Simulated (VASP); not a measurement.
Here is a VASP 6.6.1 calculation.

File INCAR:

```
PREC = Accurate ; ENCUT = 520
EDIFF = 1E-6 ; ISMEAR = 0
SIGMA = 0.15 ; LREAL = False
LASPH = True ; NELM = 60
ALGO = Normal ; ISIF = 2
LWAVE = False ; LCHARG = False
GGA = PS ; NBANDS = 26
```

The input KPOINTS:

```
regular mesh
0
Gamma
  8 8 6
```

The input POSCAR:

```
HgTe
1.0
    2.9995453837     -3.0001352848      0.0000000000
    2.9995453837      3.0001352848      0.0000000000
    0.0000000000      0.0000000000      6.0086701460
Hg Te
2 2
Direct
    0.2498182368      0.7501817632      0.7500000000
    0.7501817632      0.2498182368      0.2500000000
    0.7498667092      0.2501332908      0.7500000000
    0.2501332908      0.7498667092      0.2500000000
```

Potentials or basis: VASP PAW PBE potentials, release 64 (Hg, Te).

Launch:

```console
$ cat potpaw_PBE.64/Hg/POTCAR potpaw_PBE.64/Te/POTCAR > POTCAR
$ mpirun -np 1 vasp_std > vasp.out
```

**Question.** What does it give for the band gap on the k mesh?

**Answer.** Zero (band 18 reaches 5.12 eV, above the bottom of band 19 at 2.32 eV).

**Question.** Estimate the pressure.

**Answer.** 0.3 GPa.

Stress tensor (GPa, compression positive):
```
0.39 0.00 0.00
0.00 0.38 0.00
0.00 0.00 0.01
```

Caveat: the PAW data sets were made with another functional, which shifts forces and pressure a little; spin-orbit coupling is left out, which moves the levels of the heavy elements.
